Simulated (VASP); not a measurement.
The system is Se.

```
CELL_PARAMETERS angstrom
2.39127 0.00000 0.00000
-0.70803 2.28405 0.00000
-0.70803 -0.96074 2.07216
ATOMIC_POSITIONS crystal
Se 0.00000 0.00000 0.00000
```

Base run:

```yaml
Program: VASP 6.6.1
Functional: revPBE
Potentials_or_basis: VASP PAW PBE potentials, release 64 (Se)
Cutoff: 520 eV
k_mesh: 12 × 12 × 12
Occupations: fermi-dirac, width 0.1 eV
Spin: no spin polarisation
```

Its results: band gap on the k mesh zero (band 3 reaches 22.76 eV, above the bottom of band 4 at 7.09 eV); pressure 163.4 GPa.

Question: After a change of settings the same cell gave: band gap on the k mesh zero (band 3 reaches 22.80 eV, above the bottom of band 4 at 7.11 eV); pressure 164.2 GPa. Which change was it?
A. functional from revPBE to r2SCAN
B. functional from revPBE to PBEsol
C. functional from revPBE to RPBE; further incar settings from ALGO = Normal; EDIFF = 1e-06; NBANDS = 9 to ALGO = Normal; EDIFF = 1e-07; NBANDS = 9

Answer: C.

Caveats: the PAW data sets were made with another functional, which shifts forces and pressure a little.
